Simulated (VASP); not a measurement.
Set up this calculation in VASP 6.6.1, as the native input.

```
Task                   : relaxation of cell and atoms
Functional             : PBE
Potentials or basis    : VASP PAW PBE potentials, release 64 (Mg, Cd, S)
Cutoff                 : 600 eV
k mesh                 : 12 × 12 × 4
Occupations            : gaussian, width 0.1 eV
Spin                   : no spin polarisation
Dipole correction      : no
Further INCAR settings : ALGO = Normal; EDIFF = 1e-06; IBRION = 2; EDIFFG = -0.01; NSW = 100; ISIF = 3
```

The structure of MgCdS4 lies in POSCAR:

```
MgCdS4
1.0
    4.4774316198      0.0000000000      0.0000000000
   -2.2387158099      3.8775695265      0.0000000000
    0.0000000000      0.0000000000      9.8016737326
Mg Cd S
1 1 4
Direct
    0.3333333333      0.6666666667      0.0000000000
    0.6666666667      0.3333333333      0.5000000000
    0.6666666667      0.3333333333      0.8941861109
    0.6666666667      0.3333333333      0.1058138891
    0.0000000000      0.0000000000      0.0000000000
    0.0000000000      0.0000000000      0.5000000000
```

The cell was built from a structure type or drawn by symmetry, and may not be a known phase.

One way to write it, as run:

INCAR

```
PREC = Accurate
ENCUT = 600
EDIFF = 1E-6
ISMEAR = 0
SIGMA = 0.1
LREAL = F
LASPH = T
NELM = 60
ALGO = Normal
ISIF = 3
LWAVE = F
LCHARG = F
GGA = PE
IBRION = 2
NSW = 100
EDIFFG = -0.01
```

KPOINTS

```
regular mesh
0
Gamma
  12 12 4
```

Potentials or basis: VASP PAW PBE potentials, release 64 (Mg, Cd, S).

Command:

```console
$ cat potpaw_PBE.64/Mg/POTCAR potpaw_PBE.64/Cd/POTCAR potpaw_PBE.64/S/POTCAR > POTCAR
$ mpirun -np 1 vasp_std > vasp.out
```

Results of the run:

The relaxed volume is 28.32 Å³/atom and the relaxed cell is a = 4.477 Å, b = 4.477 Å, c = 9.791 Å, α = 90.00°, β = 90.00°, γ = 120.00°. The space group after relaxing (to 0.1 Å) is P-6m2 (No. 187), the energy gained by relaxing is 0.1 meV/atom and the ionic steps are 3. The pressure after relaxing is 0.0 GPa, the largest force after relaxing is 0.003 eV/Å and the band gap on the k mesh is zero (bands 19 and 20 overlap by 2.05 eV).

Run time: 14 min on 1 thread of Intel Xeon 8259CL (shared host), peak memory 0.53 GiB.
